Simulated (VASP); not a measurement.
# LaYN2 (P-3m1) in VASP: notebook, part 2 of 2

VASP 6.6.1. Earlier steps stand in the parts before.

## (4) Relaxation of cell and atoms, PBE

Input file INCAR:

```
PREC     = Accurate       # precision mode
ENCUT    = 600            # plane-wave cutoff, eV
EDIFF    = 1E-6           # SCF threshold, eV
ISMEAR   = 0              # smearing method
SIGMA    = 0.1            # smearing width, eV
LREAL    = False          # projectors in reciprocal space
LASPH    = True           # aspherical terms in the spheres
NELM     = 60             # most SCF steps
ALGO     = Normal         # electronic algorithm
ISIF     = 3              # what is computed and relaxed
LWAVE    = False          # write WAVECAR
LCHARG   = False          # write CHGCAR
GGA      = PE             # functional
IBRION   = 2              # ionic algorithm
NSW      = 90             # ionic steps
EDIFFG   = -0.04          # ionic threshold
```

Input file KPOINTS:

```
regular mesh
0
Gamma
  6 6 4
```

Input file POSCAR:

```
LaYN2
1.0
    3.5281802400      0.0000000000      0.0000000000
   -1.7640901200      3.0554937100      0.0000000000
    0.0000000000      0.0000000000      6.1302620200
La Y N
1 1 2
Direct
    0.0000000000      0.0000000000      0.5000000000
    0.0000000000      0.0000000000      0.0000000000
    0.3333333300      0.6666666700      0.7702440000
    0.6666666700      0.3333333300      0.2297560000
```

Potentials or basis: VASP PAW PBE potentials, release 64 (La, Y_sv, N).

Started as:

```bash
cat potpaw_PBE.64/La/POTCAR potpaw_PBE.64/Y_sv/POTCAR potpaw_PBE.64/N/POTCAR > POTCAR
mpirun -np 1 vasp_std > vasp.out
```

OUTCAR:

```text
PREC = Accurate
   ENCUT = 600
   EDIFF = 1E-6
   ISMEAR = 0
   LREAL = False
   LASPH = True
   NELM = 60
   ISIF = 3
   GGA = PE
   IBRION = 2
   NSW = 90
   EDIFFG = -0.04

 ion  position               nearest neighbor table
   1  0.000  0.000  0.500-   3 2.63   4 2.63   3 2.63   4 2.63   4 2.63   3 2.63   2 3.07   2 3.07

   2  0.000  0.000  0.000-   3 2.48   4 2.48   3 2.48   4 2.48   4 2.48   3 2.48   1 3.07   1 3.07

   3  0.333  0.667  0.770-   2 2.48   2 2.48   2 2.48   1 2.63   1 2.63   1 2.63
   4  0.667  0.333  0.230-   2 2.48   2 2.48   2 2.48   1 2.63   1 2.63   1 2.63

  LATTYP: Found a hexagonal cell.
 ALAT       =     3.5281802400
 C/A-ratio  =     1.7375138465

  Lattice vectors:

 A1 = (   3.5281802400,   0.0000000000,   0.0000000000)
 A2 = (  -1.7640901200,   3.0554937100,   0.0000000000)
 A3 = (   0.0000000000,   0.0000000000,   6.1302620200)

Analysis of symmetry for initial positions (statically):
=====================================================================
 Subroutine PRICEL returns:
 Original cell was already a primitive cell.

 Routine SETGRP: Setting up the symmetry group for a
 hexagonal supercell.

 Subroutine GETGRP returns: Found 12 space group operations
 (whereof 12 operations were pure point group operations)
 out of a pool of 24 trial point group operations.

The static configuration has the point symmetry D_3d.

Analysis of symmetry for dynamics (positions and initial velocities):
=====================================================================
 Subroutine PRICEL returns:
 Original cell was already a primitive cell.

 Routine SETGRP: Setting up the symmetry group for a
 hexagonal supercell.

 Subroutine GETGRP returns: Found 12 space group operations
 (whereof 12 operations were pure point group operations)
 out of a pool of 24 trial point group operations.

The dynamic configuration has the point symmetry D_3d.

 Subroutine INISYM returns: Found 12 space group operations
 (whereof 12 operations are pure point group operations),
 and found     1 'primitive' translations

----------------------------------------------------------------------------------------

                                     Primitive cell

  volume of cell :      66.0863

  direct lattice vectors                    reciprocal lattice vectors
     3.528180240  0.000000000  0.000000000     0.283432232  0.163639676  0.000000000
    -1.764090120  3.055493710  0.000000000     0.000000000  0.327279352  0.000000000
     0.000000000  0.000000000  6.130262020     0.000000000  0.000000000  0.163125164

  length of vectors
     3.528180240  3.528180234  6.130262020     0.327279351  0.327279352  0.163125164

  position of ions in fractional coordinates (direct lattice)
     0.000000000  0.000000000  0.500000000
     0.000000000  0.000000000  0.000000000
     0.333333330  0.666666670  0.770244000
     0.666666670  0.333333330  0.229756000

  ion indices of the primitive-cell ions
   primitive index   ion index
                 1           1
                 2           2
                 3           3
                 4           4

----------------------------------------------------------------------------------------

 KPOINTS: regular mesh

Automatic generation of k-mesh.
 Grid dimensions read from file:
 generate k-points for:    6    6    4

 Generating k-lattice:

  Cartesian coordinates                     Fractional coordinates (reciprocal lattice)
     0.047238705  0.027273279  0.000000000     0.166666667  0.000000000  0.000000000
     0.000000000  0.054546559  0.000000000     0.000000000  0.166666667  0.000000000
     0.000000000  0.000000000  0.040781291     0.000000000  0.000000000  0.250000000

  Length of vectors
     0.054546558  0.054546559  0.040781291

  Shift w.r.t. Gamma in fractional coordinates (k-lattice)
     0.000000000  0.000000000  0.000000000

 Subroutine IBZKPT returns following result:
 ===========================================

 Found     24 irreducible k-points:

 Following reciprocal coordinates:
            Coordinates               Weight
  0.000000  0.000000  0.000000      1.000000
  0.166667  0.000000  0.000000      6.000000
  0.333333  0.000000  0.000000      6.000000
  0.500000  0.000000  0.000000      3.000000
  0.166667  0.166667  0.000000      6.000000
  0.333333  0.166667  0.000000     12.000000
[... 16 lines left out ...]
  0.333333  0.166667  0.500000     12.000000
  0.333333  0.333333  0.500000      2.000000
   k-points           NKPTS =     24   k-points in BZ     NKDIM =     24   number of bands    NBANDS=     20
   number of dos      NEDOS =    301   number of ions     NIONS =      4
   total plane-waves  NPLWV =  39200
   dimension x,y,z NGX =    28 NGY =   28 NGZ =   50
   dimension x,y,z NGXF=    56 NGYF=   56 NGZF=  100
   ions per type =               1   1   2
   NGX,Y,Z   is equivalent  to a cutoff of  13.19, 13.19, 13.56 a.u.
   NGXF,Y,Z  is equivalent  to a cutoff of  26.39, 26.39, 27.12 a.u.
 SYSTEM =  unknown system
   PREC   = accura    normal or accurate (medium, high low for compatibility)
   ISTART =      0    job   : 0-new  1-cont  2-samecut
   ICHARG =      2    charge: 1-file 2-atom 10-const
   ISPIN  =      1    spin polarized calculation?
   LNONCOLLINEAR =      F non collinear calculations
   LSORBIT =      F    spin-orbit coupling
   LASPH  =      T    aspherical Exc in radial PAW
   ENCUT  =  600.0 eV  44.10 Ry    6.64 a.u.   7.05  7.05 12.24*2*pi/ulx,y,z
   NELM   =     60;   NELMIN=  2; NELMDL= -5     # of ELM steps
   EDIFF  = 0.1E-05   stopping-criterion for ELM
   LREAL  =      F    real-space projection
   EDIFFG = -.4E-01   stopping-criterion for IOM
   NSW    =     90    number of steps for IOM
   IBRION =      2    ionic relax: 0-MD 1-quasi-New 2-CG
   NFREE  =      1    steps in history (QN), initial steepest desc. (CG)
   ISIF   =      3    stress and relaxation
   ISYM   =      2    0-nonsym 1-usesym 2-fastsym
   POTIM  = 0.5000    time-step for ionic-motion
   TEBEG  =    0.0;   TEEND  =   0.0 temperature during run
   PSTRESS=    0.0 pullay stress
   NELECT =      32.0000    total number of electrons
   NUPDOWN=      -1.0000    fix difference up-down
   EMIN   =  10.00;   EMAX   =-10.00  energy-range for DOS
   EFERMI =   0.00;   METHOD = LEGACY
   ISMEAR =     0;   SIGMA  =   0.10  broadening in eV -4-tet -1-fermi 0-gaus
   EFERMI_NEDOS =   21; number of points for ismear=-14 and -15
   IALGO  =     38    algorithm
   IMIX   =      4    mixing-type and parameters
     AMIX     =   0.40;   BMIX     =  1.00
     AMIX_MAG =   1.60;   BMIX_MAG =  1.00
  volume/ion in A,a.u.               =      16.52       111.49
  Fermi-wavevector in a.u.,A,eV,Ry     =   1.285546  2.429330 22.485390  1.652630
  Thomas-Fermi vector in A             =   2.417674
   LORBIT       =      0    0 simple, 1 ext, 2 COOP (PROOUT), +10 PAW based schemes
   GGA     = PE    functional components
   LHFCALC =     F    Hartree Fock is set to
   AEXX    =    0.0000 exact exchange contribution
   IVDW    =     0    specifies the selected vdW correction
   LEPSILON=     F    determine dielectric tensor
   LRPA    =     F    only Hartree local field effects (RPA)
 conjugate gradient relaxation of ions
 non-spin polarized calculation
 Gauss-broadening in eV      SIGMA  =   0.10
  energy-cutoff  :      600.00
  volume of cell :       66.09
 maximum number of plane-waves:      2228
   NGX = 15   NGY = 15   NGZ = 25

--------------------------------------- Ionic step        1  -------------------------------------------

 number of electron      31.9999999 magnetization

 Free energy of the ion-electron system (eV)
  ---------------------------------------------------
  ext. energy  EPLUGINS =         0.00000000
  ---------------------------------------------------
  free energy    TOTEN  =       -32.63322789 eV

  energy without entropy =      -32.63197021  energy(sigma->0) =      -32.63259905

------------------------ aborting loop because EDIFF is reached ----------------------------------------

  FORCE on cell =-STRESS in cart. coord.  units (eV):
  Direction    XX          YY          ZZ          XY          YZ          ZX
  --------------------------------------------------------------------------------------
  -------------------------------------------------------------------------------------
  Total        0.1118273      0.1118273      2.1981089      0.0000000      0.0000000     -0.0000000
  in kB        2.7111107      2.7111107     53.2903525      0.0000000      0.0000000     -0.0000000
  external PRESSURE =      19.5708580 kB  Pullay stress =       0.0000000 kB
[... 175 lines left out ...]
  energy  without entropy=      -32.6646578748  energy(sigma->0) =      -32.66518353

--------------------------------------- Ionic step        6  -------------------------------------------

 number of electron      32.0000000 magnetization

 Free energy of the ion-electron system (eV)
  ---------------------------------------------------
  ext. energy  EPLUGINS =         0.00000000
  ---------------------------------------------------
  free energy    TOTEN  =       -32.66629196 eV

  energy without entropy =      -32.66528720  energy(sigma->0) =      -32.66578958

 E-fermi :   6.4632     XC(G=0): -10.8329

 val. band max:        6.4090762905   @ k =   0.3333   0.3333   0.0000
 cond. band min:       6.4751369530   @ k =   0.0000   0.0000   0.0000
 fundamental gap:      0.0660606625
 Fermi energy:         6.4631661458

 k-point     1 :       0.0000    0.0000    0.0000
  band No.  band energies     occupation
      1     -35.1205      2.00000
      2     -25.2232      2.00000
      3     -15.5390      2.00000
      4     -14.8220      2.00000
      5     -14.8220      2.00000
      6      -9.5934      2.00000
[... 12 lines left out ...]
     19       9.5336      0.00000
[... 559 lines left out ...]
  FREE ENERGIE OF THE ION-ELECTRON SYSTEM (eV)
  ---------------------------------------------------
  free  energy   TOTEN  =       -32.6662919559 eV

  energy  without entropy=      -32.6652872031  energy(sigma->0) =      -32.66578958

 reached required accuracy - stopping structural energy minimisation
```

Wall time 6.1 min (1 thread of Intel Xeon 8259CL, shared host); peak memory 0.24 GiB.

Results:

```yaml
Free_energy: -32.6663 eV
Relaxed_volume: 16.79 Å³/atom
Relaxed_cell: a = 3.530 Å, b = 3.530 Å, c = 6.222 Å, α = 90.00°, β = 90.00°, γ = 120.00°
Space_group_after_relaxing_to_0.1_Å: P-3m1 (No. 164)
Energy_gained_by_relaxing: 8.3 meV/atom
Ionic_steps: 6
Pressure_after_relaxing: -0.1 GPa
Largest_force_after_relaxing: 0.005 eV/Å
Band_gap_on_the_k_mesh: 0.07 eV (least direct gap 0.36 eV)
```

Forces in eV/Å, atoms in the order of the input:
```
La   0.000  0.000  0.000
Y    0.000  0.000  0.000
N    0.000  0.000  0.005
N    0.000  0.000 -0.005
```

Step by step:
| step | energy change (eV) | largest force (eV/Å) | pressure (GPa) | volume (Å³) |
| --- | --- | --- | --- | --- |
| 1 | 0.0000 | 0.4595 | 1.96 | 66.09 |
| 2 | -0.0214 | 0.1724 | -1.81 | 68.02 |
| 3 | -0.0270 | 0.2579 | -0.68 | 67.41 |
| 4 | -0.0323 | 0.0712 | 0.16 | 67.00 |
| 5 | -0.0325 | 0.0349 | 0.31 | 66.92 |
| 6 | -0.0331 | 0.0052 | -0.08 | 67.16 |

Final structure:
```
La Y N
1.0
     3.53039    0.00000    0.00000
    -1.76520    3.05741    0.00000
     0.00000    0.00000    6.22207
La Y N
1 1 2
Cartesian
  0.0000 0.0000 3.1110
  0.0000 0.0000 0.0000
  0.0000 2.0383 4.7559
  1.7652 1.0191 1.4662
```

Caveat: spin-orbit coupling is left out, which moves the levels of the heavy elements. A k mesh can miss the band edges.

## (5) Summary

| task | cell | cutoff (eV) | gap on the mesh (eV) | pressure (GPa) | largest force (eV/Å) |
| --- | --- | --- | --- | --- | --- |
| single point | a = 3.528, b = 3.528, c = 6.130 Å, angles 90.0, 90.0, 120.0°, 4 atoms, atomic positions A | 520 | none | 2.0 | 0.46 |
| single point | a = 3.529, b = 3.529, c = 6.228 Å, angles 90.0, 90.0, 120.0°, 4 atoms, atomic positions B | 520 | 0.07 | 0.0 | 0.02 |
| relaxation of cell and atoms | relaxed from a = 3.528, b = 3.528, c = 6.130 Å, angles 90.0, 90.0, 120.0°, 4 atoms, atomic positions A | 600 | 0.07 | -0.1 | 0.01 |

Alike in all rows: level PBE; potentials or basis VASP PAW PBE potentials, release 64 (La, Y_sv, N); no spin polarisation; k mesh 6 × 6 × 4; smearing gaussian 0.1 eV.

Caveats: spin-orbit coupling is left out, which moves the levels of the heavy elements.

Total energies depend on the potentials used, so only differences within one code and one set of settings carry meaning.
